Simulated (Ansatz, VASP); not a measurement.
Two plane-wave programs on W

Contents of POSCAR:

```
W
1.0
    0.0000000000      2.0864111900      2.0864111900
    2.0864111900      0.0000000000      2.0864111900
    2.0864111900      2.0864111900      0.0000000000
W
1
Direct
    0.0000000000      0.0000000000      0.0000000000
```

The input INCAR.step1:

```
SYSTEM = W
PREC = Accurate ; ENCUT = 520
ISMEAR = -1 ; SIGMA = 0.1
LREAL = .FALSE. ; LASPH = .TRUE.
NELM = 80 ; NBANDS = 13
GGA = PE ; ALGO = Normal
EDIFF = 1E-4 ; LWAVE = .TRUE.
LCHARG = .FALSE.
```

Contents of INCAR.step2:

```
SYSTEM = W
PREC = Accurate ; ENCUT = 520
EDIFF = 1E-6 ; ISMEAR = -1
SIGMA = 0.1 ; LREAL = .FALSE.
LASPH = .TRUE. ; NELM = 80
ALGO = Normal ; ISIF = 2
LWAVE = .FALSE. ; LCHARG = .FALSE.
METAGGA = R2SCAN ; LMIXTAU = .TRUE.
NBANDS = 13 ; ISTART = 1
```

KPOINTS

```
Automatic mesh
0
G
  15 15 15
  0 0 0
```

Input for Ansatz:

```yaml
crystal:
  lattice:
    - [0.0, 2.08641119, 2.08641119]
    - [2.08641119, 0.0, 2.08641119]
    - [2.08641119, 2.08641119, 0.0]
  atoms:
    - { symbol: W, position: [0.0, 0.0, 0.0] }
hamiltonian:
  xc: r2scan
  pseudopotentials:
    kind: paw
    azcp:
      W: "pseudopotentials/W.paw.azcp"
basis:
  ecutwfc: 500
  fft_grid_basis: typed
kpoints:
  mp_grid: { grid: [15, 15, 15], shift: [0, 0, 0] }
magnetization:
  spin_polarized: false
scf:
  occupations: { method: fermi_dirac, width: 0.1 }
  lower_state_search: "off"
output:
  stress: true
```

Alike in both runs: task single point; functional r2SCAN; k mesh 15 × 15 × 15; occupations fermi-dirac, width 0.1 eV; no spin polarisation.

```csv
,VASP,Ansatz
version,VASP 6.6.1,Ansatz 0.2.0
potentials or method,"VASP PAW PBE potentials, release 64 (W_sv), cutoff 520 eV","plane waves (500 eV) with PAW, scalar-relativistic"
valence electrons in the cell,14,14
```

|  | VASP | Ansatz | Ansatz less VASP |
| --- | --- | --- | --- |
| pressure (GPa) | -26.5 | -27.1 | -0.62 |

VASP's potentials were made for PBE, not for r2SCAN. With one functional, cell and mesh, what is left measures potentials, basis and numerics.

Spin-orbit coupling is off throughout.
